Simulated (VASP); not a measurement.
Wanted: the native input for a VASP 6.6.1 run.

| Property | Result |
| --- | --- |
| Task | single point |
| Functional | r2SCAN |
| Potentials or basis | VASP PAW PBE potentials, release 64 (W_sv) |
| Cutoff | 520 eV |
| k mesh | 16 × 16 × 16 |
| Occupations | gaussian, width 0.1 eV |
| Spin | no spin polarisation |
| Dipole correction | no |
| Further INCAR settings | ALGO = Normal; EDIFF = 1e-07; NBANDS = 21 |

Crystal: W.

```
W
1.0
     3.10503    0.00000    0.00000
     0.00000    3.10503    0.00000
     0.00000    0.00000    3.10503
W
2
Direct
  0.00000 0.00000 0.00000
  0.50000 0.50000 0.50000
```

This cell differs from its parent crystal: equal strain along all axes, cell held: -2.0 %.

These files were run (other wordings do the same):

POSCAR

```
W
1.0
    3.1050330488      0.0000000000      0.0000000000
    0.0000000000      3.1050330488      0.0000000000
    0.0000000000      0.0000000000      3.1050330488
W
2
Direct
    0.0000000000      0.0000000000      0.0000000000
    0.5000000000      0.5000000000      0.5000000000
```

INCAR.step1

```
SYSTEM = W
ALGO     = Normal         ! electronic algorithm
EDIFF    = 1E-4           ! SCF threshold, eV
ENCUT    = 520            ! plane-wave cutoff, eV
GGA      = PE             ! functional
ISMEAR   = 0              ! smearing method
LASPH    = .True.         ! aspherical terms in the spheres
LCHARG   = .False.        ! write CHGCAR
LREAL    = .False.        ! projectors in reciprocal space
LWAVE    = .True.         ! write WAVECAR
NBANDS   = 21             ! bands
NELM     = 100            ! most SCF steps
PREC     = Accurate       ! precision mode
SIGMA    = 0.1            ! smearing width, eV
```

INCAR.step2

```
SYSTEM = W
ALGO     = Normal         ! electronic algorithm
EDIFF    = 1E-7           ! SCF threshold, eV
ENCUT    = 520            ! plane-wave cutoff, eV
ISIF     = 2              ! what is computed and relaxed
ISMEAR   = 0              ! smearing method
ISTART   = 1            
LASPH    = .True.         ! aspherical terms in the spheres
LCHARG   = .True.         ! write CHGCAR
LELF     = .True.         ! ELF
LMIXTAU  = .True.       
LREAL    = .False.        ! projectors in reciprocal space
LVHAR    = .True.       
LWAVE    = .False.        ! write WAVECAR
METAGGA  = R2SCAN         ! meta-GGA
NBANDS   = 21             ! bands
NELM     = 100            ! most SCF steps
PREC     = Accurate       ! precision mode
SIGMA    = 0.1            ! smearing width, eV
```

KPOINTS

```
k-points
0
Gamma
  16 16 16
  0 0 0
```

Potentials or basis: VASP PAW PBE potentials, release 64 (W_sv).

Command:

```console
$ cat potpaw_PBE.64/W_sv/POTCAR > POTCAR
$ cp INCAR.step1 INCAR
$ mpirun -np 1 vasp_std > vasp.out
$ cp INCAR.step2 INCAR
$ mpirun -np 1 vasp_std > vasp.out
```

Results of the run:

The pressure is 23.7 GPa and the band gap on the k mesh is zero (bands 14 and 15 overlap by 1.39 eV).

Caveat: the cell differs from its parent crystal (equal strain along all axes, cell held: -2.0 %); the cell stands under pressure; the PAW data sets were made with another functional, which shifts forces and pressure a little; spin-orbit coupling is left out, which moves the levels of the heavy elements.

Wall time 97 s on 1 thread of Intel(R) Xeon(R) Platinum 8559C (Emerald Rapids), on a shared host, peak memory 0.2 GiB.
